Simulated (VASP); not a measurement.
Wanted: the native input for a VASP 6.6.1 run.

* Task: single point
* Functional: PBE
* Potentials or basis: VASP PAW PBE potentials, release 64 (B, As)
* Cutoff: 500 eV
* k mesh: 9 × 9 × 9
* Occupations: fermi-dirac, width 0.05 eV
* Spin: no spin polarisation
* Dipole correction: no
* Further INCAR settings: ALGO = Normal; EDIFF = 1e-06; NBANDS = 11

The structure of BAs lies in POSCAR:

```
BAs
1.0
    2.9919212777      0.0000000000      0.0000000000
    0.0000000000      2.9919212777      0.0000000000
    0.0000000000      0.0000000000      2.9919212777
B As
1 1
Direct
    0.5000000000      0.5000000000      0.5000000000
    0.0000000000      0.0000000000      0.0000000000
```

The input as run:

INCAR

```
PREC     = Accurate       # precision mode
ENCUT    = 500            # plane-wave cutoff, eV
EDIFF    = 1E-6           # SCF threshold, eV
ISMEAR   = -1             # smearing method
SIGMA    = 0.05           # smearing width, eV
LREAL    = False          # projectors in reciprocal space
LASPH    = True           # aspherical terms in the spheres
NELM     = 120            # most SCF steps
ALGO     = Normal         # electronic algorithm
ISIF     = 2              # what is computed and relaxed
LWAVE    = False          # write WAVECAR
LCHARG   = False          # write CHGCAR
GGA      = PE             # functional
NBANDS   = 11             # bands
GGA_COMPAT= False
```

KPOINTS

```
Automatic mesh
0
Gamma
  9 9 9
```

Potentials or basis: VASP PAW PBE potentials, release 64 (B, As).

The run is started by

```bash
$ cat potpaw_PBE.64/B/POTCAR potpaw_PBE.64/As/POTCAR > POTCAR
$ mpirun -np 1 vasp_std > vasp.out
```

It gave:

```
Pressure               : -4.8 GPa
Band gap on the k mesh : zero (band 4 reaches 8.69 eV, above the bottom of band 5 at 4.07 eV)
```

Wall time 5.2 s on 1 thread of Intel Xeon 6975P-C (shared host), peak memory 0.14 GiB.
